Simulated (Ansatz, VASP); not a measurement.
# Cs: VASP beside Ansatz

File INCAR:

```
PREC = Accurate
ENCUT = 520
EDIFF = 1E-6
ISMEAR = -1
SIGMA = 0.08
LREAL = False
LASPH = True
NELM = 80
ALGO = Normal
ISIF = 2
LWAVE = False
LCHARG = False
NBANDS = 10
```

The input KPOINTS:

```
regular mesh
0
Gamma
  8 8 8
```

File POSCAR:

```
Cs
1.0
    0.0000000000      3.8684204905      3.8684204905
    3.8684204905      0.0000000000      3.8684204905
    3.8684204905      3.8684204905      0.0000000000
Cs
1
Direct
    0.0000000000      0.0000000000      0.0000000000
```

Input for Ansatz:

```yaml
crystal:
  lattice:
    - [0.0, 3.8684204905, 3.8684204905]
    - [3.8684204905, 0.0, 3.8684204905]
    - [3.8684204905, 3.8684204905, 0.0]
  atoms:
    - { symbol: Cs, position: [0.0, 0.0, 0.0] }
kpoints:
  mp_grid: { grid: [8, 8, 8] }
scf:
  occupations: { method: fermi_dirac, width: 0.08 }
hamiltonian:
  xc: lda
  pseudopotentials: { kind: all_electron, lapw: { basis_error: 0.00025 } }
output:
  forces: true
  stress: true
  eigenvalues: true
```

Change from the starting cell: volume scaled by 0.9405.

Alike in both runs: task single point; functional LDA; k mesh 8 × 8 × 8; occupations fermi-dirac, width 0.08 eV; no spin polarisation.

```csv
,VASP,Ansatz
version,VASP 6.6.1,Ansatz 0.2.0
potentials or method,"VASP PAW LDA potentials, release 64 (Cs_sv), cutoff 520 eV","all-electron LAPW, scalar-relativistic"
```

```csv
,VASP,Ansatz,Ansatz less VASP
pressure (GPa),-0.3,-0.3,+0.01
```

LDA's correlation is that of Perdew and Zunger in VASP and of Perdew and Wang (1992) in Ansatz. Ansatz ran all-electron here, and VASP with PAW potentials.

Neither program's run includes spin-orbit coupling.
